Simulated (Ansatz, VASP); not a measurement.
## Te2Mo: VASP beside Ansatz

The input INCAR:

```
  PREC = Accurate
  ENCUT = 520
  EDIFF = 1E-7
  ISMEAR = 0
  SIGMA = 0.05
  LREAL = False
  LASPH = True
  NELM = 100
  ALGO = Normal
  ISIF = 2
  LWAVE = False
  LCHARG = False
  LDIPOL = True
  IDIPOL = 3
  DIPOL = 0.5 0.5 0.410
  GGA = PE
  IVDW = 12
  NBANDS = 35
```

File KPOINTS:

```
regular mesh
0
Gamma
  9 9 1
```

POSCAR

```
Te2Mo
1.0
    3.5038817216      0.0000000000      0.0000000000
   -1.7519408608      3.0344505828      0.0000000000
    0.0000000000      0.0000000000     24.7677194079
Te Mo
4 2
Direct
    0.3333333333      0.6666666667      0.1816881048
    0.3333333333      0.6666666667      0.3284056788
    0.5000000000      1.3333333333      0.4911174704
    0.5000000000      1.3333333333      0.6378350444
    0.6666666667      0.3333333333      0.2550468918
    0.1666666667      1.6666666667      0.5644762574
```

Input for Ansatz:

```yaml
crystal:
  lattice:
    - [3.5038817216, 0.0, 0.0]
    - [-1.7519408608, 3.0344505828, 0.0]
    - [0.0, 0.0, 24.7677194079]
  atoms:
    - { symbol: Te, position: [0.3333333333, 0.6666666667, 0.1816881048] }
    - { symbol: Mo, position: [0.6666666667, 0.3333333333, 0.2550468918] }
    - { symbol: Te, position: [0.3333333333, 0.6666666667, 0.3284056788] }
    - { symbol: Te, position: [0.5, 1.3333333333, 0.4911174704] }
    - { symbol: Mo, position: [0.1666666667, 1.6666666667, 0.5644762574] }
    - { symbol: Te, position: [0.5, 1.3333333333, 0.6378350444] }
basis:
  ecutwfc: 420
kpoints:
  mp_grid: { grid: [9, 9, 1] }
hamiltonian:
  xc: pbe
  pseudopotentials: { kind: paw, azcp: { folder: soft_1 } }
  dispersion: d3bj
scf:
  occupations: { method: gaussian, width: 0.05 }
output:
  forces: true
  eigenvalues: true
efield:
  axis: 3
  dipole_correction: true
  ramp_width: 0.04
```

Alike in both runs: task single point; functional PBE; dispersion D3(BJ); k mesh 9 × 9 × 1; occupations gaussian, width 0.05 eV; no spin polarisation.

```csv
,VASP,Ansatz
version,VASP 6.6.1,Ansatz 0.2.0
potentials or method,"VASP PAW PBE potentials, release 64 (Te, Mo_sv), cutoff 520 eV","scalar-relativistic, plane waves, PAW"
valence electrons in the cell,52,92
```

|  | VASP | Ansatz | Ansatz less VASP |
| --- | --- | --- | --- |
| gap on the k mesh at the Fermi level (eV) | 1.16 | 1.15 | -0.004 |
| least direct gap on the mesh (eV) | 1.17 | 1.17 | +0.001 |
| rms of the force components (eV/Å) | 0.045 | 0.040 | -0.0043 |

VASP's potentials hold 52 valence electrons a cell and Ansatz's 92, so a difference there can come from the potentials and not from the codes.

Neither program's run includes spin-orbit coupling.
